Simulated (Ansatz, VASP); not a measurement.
**Two plane-wave programs on Au**

```
Au
1.0
     4.60984    0.00000    0.00000
    -2.30492    3.99224    0.00000
     0.00000    0.00000    2.75402
Au
3
Direct
  0.00000 0.00000 0.00000
  0.33333 0.66667 0.50000
  0.66667 0.33333 0.50000
```

Alike in both runs: task single point; functional PBE; k mesh 9 × 9 × 13; occupations fermi-dirac, width 0.1 eV; no spin polarisation.

```csv
,VASP,Ansatz
version,VASP 6.6.1,Ansatz 0.2.0
potentials or method,"VASP PAW PBE potentials, release 64 (Au), cutoff 520 eV","plane waves (420 eV) with PAW, scalar-relativistic"
valence electrons in the cell,33,57
```

|  | VASP | Ansatz | Ansatz less VASP |
| --- | --- | --- | --- |
| pressure (GPa) | 13.7 | 14.0 | +0.33 |
| traceless stress, the component that is largest in VASP (GPa) | -0.50 | -0.51 | -0.003 |

VASP's potentials hold 33 valence electrons a cell and Ansatz's 57, so a difference there can come from the potentials and not from the codes.

Neither program's run includes spin-orbit coupling.
